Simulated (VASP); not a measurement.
# GaSb (R-3m) in VASP: notebook, part 2 of 2

VASP 6.6.1. Earlier steps stand in the parts before.

## Step 3: Single point, PBE (P replaced by Sb, lengths x 1.084, strained)

INCAR reads:

```
  PREC = Accurate
  ENCUT = 520
  EDIFF = 1E-7
  ISMEAR = 0
  SIGMA = 0.01
  LREAL = F
  LASPH = T
  NELM = 60
  ALGO = Normal
  ISIF = 2
  LWAVE = F
  LCHARG = F
  GGA = PE
  NBANDS = 26
```

KPOINTS reads:

```
Automatic mesh
0
Gamma
  12 12 12
```

POSCAR reads:

```
GaSb
1.0
    2.0392494760      1.1773612339      6.7493173972
   -2.0392494760      1.1773612339      6.7493173972
    0.0000000000     -2.3547224677      6.7493173972
Ga Sb
2 2
Direct
    0.4353720000      0.4353720000      0.4353720000
    0.5646280000      0.5646280000      0.5646280000
    0.0573890000      0.0573890000      0.0573890000
    0.9426110000      0.9426110000      0.9426110000
```

Potentials or basis: VASP PAW PBE potentials, release 64 (Ga_d, Sb).

On the command line:

```console
> cat potpaw_PBE.64/Ga_d/POTCAR potpaw_PBE.64/Sb/POTCAR > POTCAR
> mpirun -np 1 vasp_std > vasp.out
```

OUTCAR:

```text
PREC = Accurate
   ENCUT = 520
   EDIFF = 1E-7
   ISMEAR = 0
   LREAL = F
   LASPH = T
   NELM = 60
   ISIF = 2
   GGA = PE

 ion  position               nearest neighbor table
   1  0.435  0.435  0.435-   3 2.52   3 2.52   3 2.52   2 2.62
   2  0.565  0.565  0.565-   4 2.52   4 2.52   4 2.52   1 2.62
   3  0.057  0.057  0.057-   4 2.32   1 2.52   1 2.52   1 2.52
   4  0.943  0.943  0.943-   3 2.32   2 2.52   2 2.52   2 2.52

  LATTYP: Found a trigonal (rhomboedric) cell.
 ALAT       =     7.1482867338
 COS(alpha) =     0.8372328403

  Lattice vectors:

 A1 = (   2.0392494760,   1.1773612339,   6.7493173972)
 A2 = (  -2.0392494760,   1.1773612339,   6.7493173972)
 A3 = (   0.0000000000,  -2.3547224677,   6.7493173972)

Analysis of symmetry for initial positions (statically):
=====================================================================
 Subroutine PRICEL returns:
 Original cell was already a primitive cell.

 Routine SETGRP: Setting up the symmetry group for a
 trigonal (rhombohedral) supercell.

 Subroutine GETGRP returns: Found 12 space group operations
 (whereof 12 operations were pure point group operations)
 out of a pool of 12 trial point group operations.

The static configuration has the point symmetry D_3d.

Analysis of symmetry for dynamics (positions and initial velocities):
=====================================================================
 Subroutine PRICEL returns:
 Original cell was already a primitive cell.

 Routine SETGRP: Setting up the symmetry group for a
 trigonal (rhombohedral) supercell.

 Subroutine GETGRP returns: Found 12 space group operations
 (whereof 12 operations were pure point group operations)
 out of a pool of 12 trial point group operations.

The dynamic configuration has the point symmetry D_3d.

 Subroutine INISYM returns: Found 12 space group operations
 (whereof 12 operations are pure point group operations),
 and found     1 'primitive' translations

----------------------------------------------------------------------------------------

                                     Primitive cell

  volume of cell :      97.2280

  direct lattice vectors                    reciprocal lattice vectors
     2.039249476  1.177361234  6.749317397     0.245188245  0.141559499  0.049387710
    -2.039249476  1.177361234  6.749317397    -0.245188245  0.141559499  0.049387710
     0.000000000 -2.354722468  6.749317397     0.000000000 -0.283118998  0.049387710

  length of vectors
     7.148286734  7.148286734  7.148286734     0.287394351  0.287394351  0.287394351

  position of ions in fractional coordinates (direct lattice)
     0.435372000  0.435372000  0.435372000
     0.564628000  0.564628000  0.564628000
     0.057389000  0.057389000  0.057389000
     0.942611000  0.942611000  0.942611000

  ion indices of the primitive-cell ions
   primitive index   ion index
                 1           1
                 2           2
                 3           3
                 4           4

----------------------------------------------------------------------------------------

 KPOINTS: Automatic mesh

Automatic generation of k-mesh.
 Grid dimensions read from file:
 generate k-points for:   12   12   12

 Generating k-lattice:

  Cartesian coordinates                     Fractional coordinates (reciprocal lattice)
     0.020432354  0.011796625  0.004115643     0.083333333  0.000000000 -0.000000000
    -0.020432354  0.011796625  0.004115643     0.000000000  0.083333333 -0.000000000
     0.000000000 -0.023593250  0.004115643    -0.000000000 -0.000000000  0.083333333

  Length of vectors
     0.023949529  0.023949529  0.023949529

  Shift w.r.t. Gamma in fractional coordinates (k-lattice)
     0.000000000  0.000000000  0.000000000

 Subroutine IBZKPT returns following result:
 ===========================================

 Found    189 irreducible k-points:

 Following reciprocal coordinates:
            Coordinates               Weight
  0.000000  0.000000  0.000000      1.000000
  0.083333  0.000000 -0.000000      6.000000
  0.166667  0.000000 -0.000000      6.000000
  0.250000  0.000000 -0.000000      6.000000
  0.333333  0.000000 -0.000000      6.000000
  0.416667  0.000000  0.000000      6.000000
[... 16 lines left out ...]
  0.500000  0.166667  0.000000     12.000000
 -0.416667  0.166667 -0.000000     12.000000
 [... further k-points ...]
   k-points           NKPTS =    189   k-points in BZ     NKDIM =    189   number of bands    NBANDS=     26
   number of dos      NEDOS =    301   number of ions     NIONS =      4
   total plane-waves  NPLWV = 157464
   dimension x,y,z NGX =    54 NGY =   54 NGZ =   54
   dimension x,y,z NGXF=   108 NGYF=  108 NGZF=  108
   ions per type =               2   2
   NGX,Y,Z   is equivalent  to a cutoff of  12.56, 12.56, 12.56 a.u.
   NGXF,Y,Z  is equivalent  to a cutoff of  25.12, 25.12, 25.12 a.u.
 SYSTEM =  unknown system
   PREC   = accura    normal or accurate (medium, high low for compatibility)
   ISTART =      0    job   : 0-new  1-cont  2-samecut
   ICHARG =      2    charge: 1-file 2-atom 10-const
   ISPIN  =      1    spin polarized calculation?
   LNONCOLLINEAR =      F non collinear calculations
   LSORBIT =      F    spin-orbit coupling
   LASPH  =      T    aspherical Exc in radial PAW
   ENCUT  =  520.0 eV  38.22 Ry    6.18 a.u.  13.29 13.29 13.29*2*pi/ulx,y,z
   NELM   =     60;   NELMIN=  2; NELMDL= -5     # of ELM steps
   EDIFF  = 0.1E-06   stopping-criterion for ELM
   LREAL  =      F    real-space projection
   EDIFFG = 0.1E-05   stopping-criterion for IOM
   NSW    =      0    number of steps for IOM
   IBRION =     -1    ionic relax: 0-MD 1-quasi-New 2-CG
   NFREE  =      0    steps in history (QN), initial steepest desc. (CG)
   ISIF   =      2    stress and relaxation
   ISYM   =      2    0-nonsym 1-usesym 2-fastsym
   POTIM  = 0.5000    time-step for ionic-motion
   TEBEG  =    0.0;   TEEND  =   0.0 temperature during run
   PSTRESS=    0.0 pullay stress
   NELECT =      36.0000    total number of electrons
   NUPDOWN=      -1.0000    fix difference up-down
   EMIN   =  10.00;   EMAX   =-10.00  energy-range for DOS
   EFERMI =   0.00;   METHOD = LEGACY
   ISMEAR =     0;   SIGMA  =   0.01  broadening in eV -4-tet -1-fermi 0-gaus
   EFERMI_NEDOS =   21; number of points for ismear=-14 and -15
   IALGO  =     38    algorithm
   IMIX   =      4    mixing-type and parameters
     AMIX     =   0.40;   BMIX     =  1.00
     AMIX_MAG =   1.60;   BMIX_MAG =  1.00
  volume/ion in A,a.u.               =      24.31       164.03
  Fermi-wavevector in a.u.,A,eV,Ry     =   1.175561  2.221489 18.802493  1.381944
  Thomas-Fermi vector in A             =   2.311940
   LORBIT       =      0    0 simple, 1 ext, 2 COOP (PROOUT), +10 PAW based schemes
   GGA     = PE    functional components
   LHFCALC =     F    Hartree Fock is set to
   AEXX    =    0.0000 exact exchange contribution
   IVDW    =     0    specifies the selected vdW correction
   LEPSILON=     F    determine dielectric tensor
   LRPA    =     F    only Hartree local field effects (RPA)
 non-spin polarized calculation
 Gauss-broadening in eV      SIGMA  =   0.01
  energy-cutoff  :      520.00
  volume of cell :       97.23
 maximum number of plane-waves:      2640
 NGX is ok and might be reduce to    54
   NGX = 27   NGY = 27   NGZ = 27

 number of electron      36.0000001 magnetization

 Free energy of the ion-electron system (eV)
  ---------------------------------------------------
  ext. energy  EPLUGINS =         0.00000000
  ---------------------------------------------------
  free energy    TOTEN  =       -12.04296668 eV

  energy without entropy =      -12.04296668  energy(sigma->0) =      -12.04296668

 E-fermi :   7.1185     XC(G=0):  -9.8030

 val. band max:        6.9993534386   @ k =   0.0000   0.0000   0.0000
 cond. band min:       7.1785275645   @ k =   0.5000   0.5000  -0.0000
 fundamental gap:      0.1791741259
 Fermi energy:         7.1185268627

 k-point     1 :       0.0000    0.0000    0.0000
  band No.  band energies     occupation
      1      -8.5053      2.00000
      2      -8.4553      2.00000
      3      -8.4553      2.00000
      4      -8.4544      2.00000
      5      -8.4544      2.00000
      6      -8.3903      2.00000
[... 685 lines left out ...]
     25      13.3891      0.00000
     26      14.2175      0.00000

 [... further k-points ...]

------------------------ aborting loop because EDIFF is reached ----------------------------------------

  FORCE on cell =-STRESS in cart. coord.  units (eV):
  Direction    XX          YY          ZZ          XY          YZ          ZX
  --------------------------------------------------------------------------------------
  -------------------------------------------------------------------------------------
  Total        9.1901828      9.1901828     21.6612818      0.0000000      0.0000000      0.0000000
  in kB      151.4410238    151.4410238    356.9468392      0.0000000      0.0000000      0.0000000
  external PRESSURE =     219.9429623 kB  Pullay stress =       0.0000000 kB

 VOLUME and BASIS-vectors are now :
 -----------------------------------------------------------------------------
  energy-cutoff  :      520.00
  volume of cell :       97.23
      direct lattice vectors                 reciprocal lattice vectors
     2.039249476  1.177361234  6.749317397     0.245188245  0.141559499  0.049387710
    -2.039249476  1.177361234  6.749317397    -0.245188245  0.141559499  0.049387710
     0.000000000 -2.354722468  6.749317397     0.000000000 -0.283118998  0.049387710

 POSITION                                       TOTAL-FORCE (eV/Angst)
 -----------------------------------------------------------------------------------
      0.00000      0.00000      8.81539         0.000000      0.000000      2.015266
      0.00000      0.00000     11.43256         0.000000     -0.000000     -2.015266
      0.00000      0.00000      1.16201         0.000000      0.000000      7.395519
      0.00000      0.00000     19.08594         0.000000     -0.000000     -7.395519
 -----------------------------------------------------------------------------------
    total drift:                                0.000000      0.000000      0.000000

  FREE ENERGIE OF THE ION-ELECTRON SYSTEM (eV)
  ---------------------------------------------------
  free  energy   TOTEN  =       -12.0429666780 eV

  energy  without entropy=      -12.0429666780  energy(sigma->0) =      -12.04296668
```

Run time: 9.9 min. Hardware: 1 thread of Intel Xeon 6975P-C (Granite Rapids), shared host; peak memory 0.65 GiB.

What came out:

- Free energy: -12.0430 eV
- Pressure: 22.0 GPa
- Largest force: 7.396 eV/Å
- Band gap on the k mesh: 0.18 eV, indirect (least direct gap 0.59 eV)

Forces in eV/Å, atoms in the order of the input:
```
Ga   0.000  0.000  2.015
Ga   0.000  0.000 -2.015
Sb   0.000  0.000  7.396
Sb   0.000  0.000 -7.396
```

Stress tensor (GPa, compression positive):
```
15.14  0.00  0.00
 0.00 15.14  0.00
 0.00  0.00 35.69
```

Caveat: the cell differs from its parent crystal (P replaced by Sb, lengths x 1.084, strained); spin-orbit coupling is left out, which moves the levels of the heavy elements; forces of over 1 eV/Å act on the atoms, so gaps and moduli don't describe the material at rest. A k mesh can miss the band edges.
